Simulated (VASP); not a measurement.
# TlH5 (P6/mmm) in VASP: a series of runs

Runs on TlH5. Level: PBE. Tasks: single point, relaxation of cell and atoms.

Program: VASP 6.6.1. These are calculated values, not measurements. Logs are shortened: lines on timing, memory, paths and dates and some standing lists are left out, and cuts for length are marked.

## 1. The cell of the first run

Symmetry: P6/mmm, No. 191, hexagonal system. The conventional cell has a = 4.005 Å, b = 4.005 Å, c = 3.274 Å, α = 90.00°, β = 90.00°, γ = 120.00°. Tl (site symmetry 6/mmm) has 18 H at 2.31 to 2.59 Å within 3.1 Å. H (site symmetry -6m2) has 9 H at 2.00 to 2.31 Å and 3 Tl at 2.31 Å within 2.7 Å. Within 2.7 Å of H (site symmetry mmm) lie 8 H at 2.00 Å and 4 Tl at 2.59 Å.

## 2. Single point, PBE

INCAR reads:

```
SYSTEM = TlH5
ALGO = Normal ; EDIFF = 1E-6
ENCUT = 520 ; GGA = PE
ISIF = 2 ; ISMEAR = 0
LASPH = .True. ; LCHARG = .False.
LREAL = .False. ; LWAVE = .False.
NBANDS = 18 ; NELM = 80
PREC = Accurate ; SIGMA = 0.1
```

KPOINTS reads:

```
k-points
0
Gamma
  6 6 4
  0 0 0
```

POSCAR reads:

```
TlH5
1.0
    4.0045797164      0.0000000000      0.0000000000
   -2.0022898582      3.4680677659      0.0000000000
    0.0000000000      0.0000000000      3.2741314690
Tl H
1 5
Direct
    0.0000000000      0.0000000000      0.0000000000
    0.3333333333      0.6666666667      0.0000000000
    0.6666666667      0.3333333333      0.0000000000
    0.5000000000      0.0000000000      0.5000000000
    0.5000000000      0.5000000000      0.5000000000
    0.0000000000      0.5000000000      0.5000000000
```

Potentials or basis: VASP PAW PBE potentials, release 64 (Tl_d, H).

Run with:

```bash
cat potpaw_PBE.64/Tl_d/POTCAR potpaw_PBE.64/H/POTCAR > POTCAR
mpirun -np 1 vasp_std > vasp.out
```

OUTCAR:

```text
SYSTEM = TlH5
   EDIFF = 1E-6
   ENCUT = 520
   GGA = PE
   ISIF = 2
   ISMEAR = 0
   LASPH = .True.
   LREAL = .False.
   NELM = 80
   PREC = Accurate

 ion  position               nearest neighbor table
   1  0.000  0.000  0.000-   2 2.31   3 2.31   3 2.31   2 2.31   3 2.31   2 2.31
   2  0.333  0.667  0.000-   1 2.31   1 2.31   1 2.31
   3  0.667  0.333  0.000-   1 2.31   1 2.31   1 2.31
   4  0.500  0.000  0.500-
   5  0.500  0.500  0.500-
   6  0.000  0.500  0.500-

  LATTYP: Found a hexagonal cell.
 ALAT       =     4.0045797164
 C/A-ratio  =     0.8175967769

  Lattice vectors:

 A1 = (   4.0045797164,   0.0000000000,   0.0000000000)
 A2 = (  -2.0022898582,   3.4680677659,   0.0000000000)
 A3 = (   0.0000000000,   0.0000000000,   3.2741314690)

Analysis of symmetry for initial positions (statically):
=====================================================================
 Subroutine PRICEL returns:
 Original cell was already a primitive cell.

 Routine SETGRP: Setting up the symmetry group for a
 hexagonal supercell.

 Subroutine GETGRP returns: Found 24 space group operations
 (whereof 24 operations were pure point group operations)
 out of a pool of 24 trial point group operations.

The static configuration has the point symmetry D_6h.

Analysis of symmetry for dynamics (positions and initial velocities):
=====================================================================
 Subroutine PRICEL returns:
 Original cell was already a primitive cell.

 Routine SETGRP: Setting up the symmetry group for a
 hexagonal supercell.

 Subroutine GETGRP returns: Found 24 space group operations
 (whereof 24 operations were pure point group operations)
 out of a pool of 24 trial point group operations.

The dynamic configuration has the point symmetry D_6h.

 Subroutine INISYM returns: Found 24 space group operations
 (whereof 24 operations are pure point group operations),
 and found     1 'primitive' translations

----------------------------------------------------------------------------------------

                                     Primitive cell

  volume of cell :      45.4716

  direct lattice vectors                    reciprocal lattice vectors
     4.004579716  0.000000000  0.000000000     0.249714095  0.144172500  0.000000000
    -2.002289858  3.468067766  0.000000000     0.000000000  0.288345000  0.000000000
     0.000000000  0.000000000  3.274131469     0.000000000  0.000000000  0.305424510

  length of vectors
     4.004579716  4.004579716  3.274131469     0.288345000  0.288345000  0.305424510

  position of ions in fractional coordinates (direct lattice)
     0.000000000  0.000000000  0.000000000
     0.333333333  0.666666667  0.000000000
     0.666666667  0.333333333  0.000000000
     0.500000000  0.000000000  0.500000000
     0.500000000  0.500000000  0.500000000
     0.000000000  0.500000000  0.500000000

  ion indices of the primitive-cell ions
   primitive index   ion index
                 1           1
                 2           2
                 3           3
                 4           4
                 5           5
                 6           6

----------------------------------------------------------------------------------------

 KPOINTS: k-points

Automatic generation of k-mesh.
 Grid dimensions read from file:
 generate k-points for:    6    6    4

 Generating k-lattice:

  Cartesian coordinates                     Fractional coordinates (reciprocal lattice)
     0.041619016  0.024028750  0.000000000     0.166666667  0.000000000  0.000000000
     0.000000000  0.048057500  0.000000000     0.000000000  0.166666667  0.000000000
     0.000000000  0.000000000  0.076356128     0.000000000  0.000000000  0.250000000

  Length of vectors
     0.048057500  0.048057500  0.076356128

  Shift w.r.t. Gamma in fractional coordinates (k-lattice)
     0.000000000  0.000000000  0.000000000

 Subroutine IBZKPT returns following result:
 ===========================================

 Found     21 irreducible k-points:

 Following reciprocal coordinates:
            Coordinates               Weight
  0.000000  0.000000  0.000000      1.000000
  0.166667  0.000000  0.000000      6.000000
  0.333333 -0.000000  0.000000      6.000000
  0.500000 -0.000000  0.000000      3.000000
  0.166667  0.166667  0.000000      6.000000
  0.333333  0.166667  0.000000     12.000000
[... 13 lines left out ...]
  0.333333  0.166667  0.500000     12.000000
  0.333333  0.333333  0.500000      2.000000
   k-points           NKPTS =     21   k-points in BZ     NKDIM =     21   number of bands    NBANDS=     18
   number of dos      NEDOS =    301   number of ions     NIONS =      6
   total plane-waves  NPLWV =  21600
   dimension x,y,z NGX =    30 NGY =   30 NGZ =   24
   dimension x,y,z NGXF=    60 NGYF=   60 NGZF=   48
   ions per type =               1   5
   NGX,Y,Z   is equivalent  to a cutoff of  12.45, 12.45, 12.19 a.u.
   NGXF,Y,Z  is equivalent  to a cutoff of  24.91, 24.91, 24.37 a.u.
 SYSTEM =  TlH5
   PREC   = accura    normal or accurate (medium, high low for compatibility)
   ISTART =      0    job   : 0-new  1-cont  2-samecut
   ICHARG =      2    charge: 1-file 2-atom 10-const
   ISPIN  =      1    spin polarized calculation?
   LNONCOLLINEAR =      F non collinear calculations
   LSORBIT =      F    spin-orbit coupling
   LASPH  =      T    aspherical Exc in radial PAW
   ENCUT  =  520.0 eV  38.22 Ry    6.18 a.u.   7.45  7.45  6.09*2*pi/ulx,y,z
   NELM   =     80;   NELMIN=  2; NELMDL= -5     # of ELM steps
   EDIFF  = 0.1E-05   stopping-criterion for ELM
   LREAL  =      F    real-space projection
   EDIFFG = 0.1E-04   stopping-criterion for IOM
   NSW    =      0    number of steps for IOM
   IBRION =     -1    ionic relax: 0-MD 1-quasi-New 2-CG
   NFREE  =      0    steps in history (QN), initial steepest desc. (CG)
   ISIF   =      2    stress and relaxation
   ISYM   =      2    0-nonsym 1-usesym 2-fastsym
   POTIM  = 0.5000    time-step for ionic-motion
   TEBEG  =    0.0;   TEEND  =   0.0 temperature during run
   PSTRESS=    0.0 pullay stress
   NELECT =      18.0000    total number of electrons
   NUPDOWN=      -1.0000    fix difference up-down
   EMIN   =  10.00;   EMAX   =-10.00  energy-range for DOS
   EFERMI =   0.00;   METHOD = LEGACY
   ISMEAR =     0;   SIGMA  =   0.10  broadening in eV -4-tet -1-fermi 0-gaus
   EFERMI_NEDOS =   21; number of points for ismear=-14 and -15
   IALGO  =     38    algorithm
   IMIX   =      4    mixing-type and parameters
     AMIX     =   0.40;   BMIX     =  1.00
     AMIX_MAG =   1.60;   BMIX_MAG =  1.00
  volume/ion in A,a.u.               =       7.58        51.14
  Fermi-wavevector in a.u.,A,eV,Ry     =   1.202040  2.271526 19.659048  1.444899
  Thomas-Fermi vector in A             =   2.337832
   LORBIT       =      0    0 simple, 1 ext, 2 COOP (PROOUT), +10 PAW based schemes
   GGA     = PE    functional components
   LHFCALC =     F    Hartree Fock is set to
   AEXX    =    0.0000 exact exchange contribution
   IVDW    =     0    specifies the selected vdW correction
   LEPSILON=     F    determine dielectric tensor
   LRPA    =     F    only Hartree local field effects (RPA)
 non-spin polarized calculation
 Gauss-broadening in eV      SIGMA  =   0.10
  energy-cutoff  :      520.00
  volume of cell :       45.47
 maximum number of plane-waves:      1267
 NGX is ok and might be reduce to    30
   NGX = 15   NGY = 15   NGZ = 13

 number of electron      17.9999993 magnetization

 Free energy of the ion-electron system (eV)
  ---------------------------------------------------
  ext. energy  EPLUGINS =         0.00000000
  ---------------------------------------------------
  free energy    TOTEN  =       -11.63898968 eV

  energy without entropy =      -11.63418526  energy(sigma->0) =      -11.63658747

 E-fermi :   4.0489     XC(G=0): -10.4855

 val. band max:        4.0236164341   @ k =   0.1667   0.0000   0.0000
 cond. band min:       4.2635801533   @ k =   0.1667   0.0000   0.5000
 fundamental gap:      0.2399637192
 Fermi energy:         4.0489173614

 k-point     1 :       0.0000    0.0000    0.0000
  band No.  band energies     occupation
      1      -7.3775      2.00000
      2      -7.1235      2.00000
      3      -6.8101      2.00000
      4      -6.8101      2.00000
      5      -6.4979      2.00000
      6      -6.4979      2.00000
[... 10 lines left out ...]
     17      19.2205      0.00000
     18      21.0351      0.00000

 k-point     2 :       0.1667    0.0000    0.0000
  band No.  band energies     occupation
      1      -7.2499      2.00000
      2      -6.9464      2.00000
      3      -6.7719      2.00000
      4      -6.7521      2.00000
      5      -6.5154      2.00000
      6      -6.5019      2.00000
[... 10 lines left out ...]
     17      19.3311      0.00000
     18      19.5308      0.00000

 k-point     3 :       0.3333   -0.0000    0.0000
  band No.  band energies     occupation
      1      -7.1845      2.00000
      2      -7.0401      2.00000
      3      -6.6313      2.00000
      4      -6.5502      2.00000
      5      -6.5101      2.00000
      6      -5.6705      2.00000
[... 10 lines left out ...]
     17      17.5564      0.00000
     18      19.5081      0.00000

 k-point     4 :       0.5000   -0.0000    0.0000
  band No.  band energies     occupation
      1      -7.1780      2.00000
      2      -7.0892      2.00000
      3      -6.5680      2.00000
      4      -6.5673      2.00000
      5      -6.5141      2.00000
      6      -3.9633      2.00000
[... 10 lines left out ...]
     17      18.1386      0.00000
     18      19.0158      0.00000

 k-point     5 :       0.1667    0.1667    0.0000
  band No.  band energies     occupation
      1      -7.1893      2.00000
      2      -6.9330      2.00000
      3      -6.7811      2.00000
      4      -6.5382      2.00000
      5      -6.5114      2.00000
      6      -6.0179      2.00000
[... 10 lines left out ...]
     17      17.9600      0.00000
     18      18.4131      0.00000

 k-point     6 :       0.3333    0.1667    0.0000
  band No.  band energies     occupation
      1      -7.1534      2.00000
      2      -7.0151      2.00000
      3      -6.6988      2.00000
      4      -6.5584      2.00000
      5      -6.5232      2.00000
      6      -4.4900      2.00000
[... 10 lines left out ...]
     17      17.4374      0.00000
     18      19.0393      0.00000

 k-point     7 :       0.3333    0.3333    0.0000
  band No.  band energies     occupation
      1      -7.1359      2.00000
      2      -6.8697      2.00000
      3      -6.8697      2.00000
      4      -6.5461      2.00000
      5      -6.5461      2.00000
      6      -2.5969      2.00000
[... 10 lines left out ...]
     17      16.5595      0.00000
     18      21.8016      0.00000

 k-point     8 :       0.0000    0.0000    0.2500
  band No.  band energies     occupation
      1      -7.1334      2.00000
      2      -6.7630      2.00000
      3      -6.7630      2.00000
      4      -6.6555      2.00000
      5      -6.6555      2.00000
      6      -6.1270      2.00000
[... 10 lines left out ...]
     17      15.8674      0.00000
     18      17.8245      0.00000
[... 166 lines left out ...]
     17      15.8375      0.00000
     18      16.6228      0.00000

 k-point    17 :       0.3333   -0.0000    0.5000
  band No.  band energies     occupation
      1      -7.0706      2.00000
      2      -6.8970      2.00000
      3      -6.8563      2.00000
      4      -6.5804      2.00000
      5      -6.4801      2.00000
      6      -2.2716      2.00000
[... 10 lines left out ...]
     17      18.6207      0.00000
     18      20.5024      0.00000

 k-point    18 :       0.5000   -0.0000    0.5000
  band No.  band energies     occupation
      1      -7.1411      2.00000
      2      -6.9500      2.00000
      3      -6.8730      2.00000
      4      -6.5338      2.00000
      5      -6.3617      2.00000
      6      -0.7590      2.00000
[... 10 lines left out ...]
     17      20.5057      0.00000
     18      20.5894      0.00000

 k-point    19 :       0.1667    0.1667    0.5000
  band No.  band energies     occupation
      1      -7.0172      2.00000
      2      -6.8645      2.00000
      3      -6.8050      2.00000
      4      -6.7070      2.00000
      5      -6.5086      2.00000
      6      -2.5777      2.00000
[... 10 lines left out ...]
     17      18.6836      0.00000
     18      19.0038      0.00000

 k-point    20 :       0.3333    0.1667    0.5000
  band No.  band energies     occupation
      1      -7.0992      2.00000
      2      -6.9185      2.00000
      3      -6.8649      2.00000
      4      -6.6195      2.00000
      5      -6.3808      2.00000
      6      -1.2444      2.00000
[... 10 lines left out ...]
     17      19.6730      0.00000
     18      20.4991      0.00000

 k-point    21 :       0.3333    0.3333    0.5000
  band No.  band energies     occupation
      1      -7.0315      2.00000
      2      -7.0315      2.00000
      3      -6.7332      2.00000
      4      -6.7332      2.00000
      5      -6.3689      2.00000
      6       0.5696      2.00000
[... 10 lines left out ...]
     17      17.1645      0.00000
     18      23.4451      0.00000

------------------------ aborting loop because EDIFF is reached ----------------------------------------

  FORCE on cell =-STRESS in cart. coord.  units (eV):
  Direction    XX          YY          ZZ          XY          YZ          ZX
  --------------------------------------------------------------------------------------
  -------------------------------------------------------------------------------------
  Total       -0.1143177     -0.1143177     -0.0897211      0.0000000      0.0000000      0.0000000
  in kB       -4.0279426     -4.0279426     -3.1612911      0.0000000      0.0000000      0.0000000
  external PRESSURE =      -3.7390588 kB  Pullay stress =       0.0000000 kB

 VOLUME and BASIS-vectors are now :
 -----------------------------------------------------------------------------
  energy-cutoff  :      520.00
  volume of cell :       45.47
      direct lattice vectors                 reciprocal lattice vectors
     4.004579716  0.000000000  0.000000000     0.249714095  0.144172500  0.000000000
    -2.002289858  3.468067766  0.000000000     0.000000000  0.288345000  0.000000000
     0.000000000  0.000000000  3.274131469     0.000000000  0.000000000  0.305424510

 POSITION                                       TOTAL-FORCE (eV/Angst)
 -----------------------------------------------------------------------------------
      0.00000      0.00000      0.00000         0.000000      0.000000      0.000000
     -0.00000      2.31205      0.00000        -0.000000      0.000000      0.000000
      2.00229      1.15602      0.00000         0.000000      0.000000      0.000000
      2.00229      0.00000      1.63707        -0.000000      0.000000      0.000000
      1.00114      1.73403      1.63707        -0.000000      0.000000      0.000000
     -1.00114      1.73403      1.63707         0.000000      0.000000      0.000000
 -----------------------------------------------------------------------------------
    total drift:                               -0.000000      0.000000      0.000000

  FREE ENERGIE OF THE ION-ELECTRON SYSTEM (eV)
  ---------------------------------------------------
  free  energy   TOTEN  =       -11.6389896832 eV

  energy  without entropy=      -11.6341852552  energy(sigma->0) =      -11.63658747
```

Run time: 6.9 s. Hardware: 1 thread of Intel Xeon 6975P-C (Granite Rapids), shared host; peak memory 0.16 GiB.

What came out:

```yaml
Free_energy: -11.6390 eV
Pressure: -0.4 GPa
Band_gap_on_the_k_mesh: zero (band 9 reaches 6.53 eV, above the bottom of band 10 at 1.05 eV)
```

Levels at points of the mesh, in eV from the Fermi level:
```csv
k point,band 7,band 8,band 9,band 10,band 11,band 12
"(0.00, 0.00, 0.00)",-0.61,0.53,0.82,0.82,2.40,3.80
"(0.50, 0.00, 0.00)",-7.56,-1.45,-1.32,1.90,3.16,7.97
"(0.00, 0.00, 0.50)",-7.17,0.29,1.14,1.14,4.26,5.68
"(0.50, 0.00, 0.50)",-4.37,-3.82,-3.71,0.79,1.04,2.92
```

Caveat: the k points lie up to 0.48 Å⁻¹ apart; spin-orbit coupling is left out, which moves the levels of the heavy elements.

## 3. Single point, PBE

This run uses another cell than the first one, of 8.41 Å³/atom, 1.110 times its volume.

INCAR reads:

```
SYSTEM = TlH5
ALGO = Normal ; EDIFF = 1E-7
ENCUT = 520 ; GGA = PE
ISIF = 2 ; ISMEAR = 0
LASPH = .TRUE. ; LCHARG = .FALSE.
LREAL = .FALSE. ; LWAVE = .FALSE.
NBANDS = 18 ; NELM = 60
PREC = Accurate ; SIGMA = 0.1
```

KPOINTS reads:

```
k-points
0
G
  6 6 6
  0 0 0
```

Edit POSCAR of step 2 so:

```diff
@@ -2,5 +2,5 @@
 1.0
-    4.0045797164      0.0000000000      0.0000000000
-   -2.0022898582      3.4680677659      0.0000000000
-    0.0000000000      0.0000000000      3.2741314690
+    3.6303886184      0.0000000000      0.0000000000
+   -1.8151943092      3.1440087691      0.0000000000
+    0.0000000000      0.0000000000      4.4214206546
 Tl H
```

Potentials or basis: VASP PAW PBE potentials, release 64 (Tl_d, H).

Run with:

```bash
cat potpaw_PBE.64/Tl_d/POTCAR potpaw_PBE.64/H/POTCAR > POTCAR
mpirun -np 1 vasp_std > vasp.out
```

Run time: 11 s. Hardware: 1 thread of Intel Xeon 6975P-C (Granite Rapids), shared host; peak memory 0.18 GiB.

The run converged. Its results:

- Free energy: -12.4572 eV
- Pressure: -0.2 GPa
- Band gap on the k mesh: zero (band 9 reaches 6.27 eV, above the bottom of band 10 at 0.10 eV)

Stress tensor (GPa, compression positive):
```
-0.24  0.00  0.00
 0.00 -0.24  0.00
 0.00  0.00 -0.07
```

Levels at points of the mesh, in eV from the Fermi level:
```csv
k point,band 7,band 8,band 9,band 10,band 11,band 12
"(0.00, 0.00, 0.00)",-4.48,0.43,0.70,2.95,2.95,5.88
"(0.50, 0.00, 0.00)",-6.33,-2.59,-0.59,1.04,1.44,4.06
"(0.00, 0.00, 0.50)",-7.56,0.54,2.94,2.94,5.83,6.13
"(0.50, 0.00, 0.50)",-5.39,-4.28,-3.31,1.76,2.16,4.18
```

Caveat: spin-orbit coupling is left out, which moves the levels of the heavy elements.

(Part 1 of 3 ends here.)
